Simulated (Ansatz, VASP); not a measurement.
## One calculation of Cu, two programs

File INCAR:

```
PREC = Accurate ; ENCUT = 520
EDIFF = 1E-6 ; ISMEAR = 0
SIGMA = 0.1 ; LREAL = False
LASPH = True ; NELM = 80
ALGO = Normal ; ISIF = 2
LWAVE = False ; LCHARG = False
GGA = PS ; NBANDS = 12
```

KPOINTS

```
Automatic mesh
0
Gamma
  20 20 20
```

Contents of POSCAR:

```
Cu
1.0
   -1.4427933200      1.4427933200      1.3760814500
    1.4427933200     -1.4427933200      1.3760814500
    1.4427933200      1.4427933200     -1.3760814500
Cu
1
Direct
    0.0000000000      0.0000000000      0.0000000000
```

Input for Ansatz:

```yaml
crystal:
  lattice:
    - [-1.44279332, 1.44279332, 1.37608145]
    - [1.44279332, -1.44279332, 1.37608145]
    - [1.44279332, 1.44279332, -1.37608145]
  atoms:
    - { symbol: Cu, position: [0.0, 0.0, 0.0] }
basis:
  ecutwfc: 420
kpoints:
  mp_grid: { grid: [20, 20, 20] }
hamiltonian:
  xc: pbesol
scf:
  occupations: { method: gaussian, width: 0.1 }
output:
  forces: true
  stress: true
  eigenvalues: true
  populations: true
```

Alike in both runs: task single point; functional PBEsol; k mesh 20 × 20 × 20; occupations gaussian, width 0.1 eV; no spin polarisation.

|  | VASP | Ansatz |
| --- | --- | --- |
| version | VASP 6.6.1 | Ansatz 0.2.0 |
| potentials or method | VASP PAW PBE potentials, release 64 (Cu), cutoff 520 eV | scalar-relativistic, plane waves, PAW |
| valence electrons in the cell | 11 | 19 |

```tsv
	VASP	Ansatz	Ansatz less VASP
gap on the k mesh at the Fermi level (eV)	none	none	-
pressure (GPa)	-0.7	-1.4	-0.75
traceless stress, the component that is largest in VASP (GPa)	-0.37	-0.37	-0.001
```

VASP's potentials were made for PBE, not for PBEsol. A gap of «none» marks a metal or a gap that the smearing closes. With one functional, cell and mesh, what is left measures potentials, basis and numerics. VASP's potentials hold 11 valence electrons a cell and Ansatz's 19, so a difference there can come from the potentials and not from the codes.
